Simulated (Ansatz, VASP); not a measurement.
**Sb in VASP and in Ansatz**

```xyz
1
Lattice="-1.8713 1.8713 1.8713 1.8713 -1.8713 1.8713 1.8713 1.8713 -1.8713" Properties=species:S:1:pos:R:3 pbc="T T T"
Sb    0.0000    0.0000    0.0000
```

Alike in both runs: task single point; functional HSE06; k mesh 8 × 8 × 8; occupations fermi-dirac, width 0.05 eV; no spin polarisation.

|  | VASP | Ansatz |
| --- | --- | --- |
| version | VASP 6.6.1 | Ansatz 0.2.0 |
| potentials or method | VASP PAW PBE potentials, release 64 (Sb), cutoff 520 eV | all-electron PAW datasets made for the crystal |

Ansatz gave:

* gap on the k mesh at the Fermi level (eV): none
* pressure (GPa): -0.3

Q: Estimate VASP's values.

A: gap on the k mesh at the Fermi level (eV): none; pressure (GPa): -1.5.

A gap of «none» marks a metal or a gap that the smearing closes. Ansatz ran all-electron here, and VASP with PAW potentials.

Neither program's run includes spin-orbit coupling. Noted on Ansatz's run: the k mesh is thin for a metal, which can move the energy by tens of meV per atom; the program warned that the printed levels may be off, so bands, gaps and densities of states are rough.
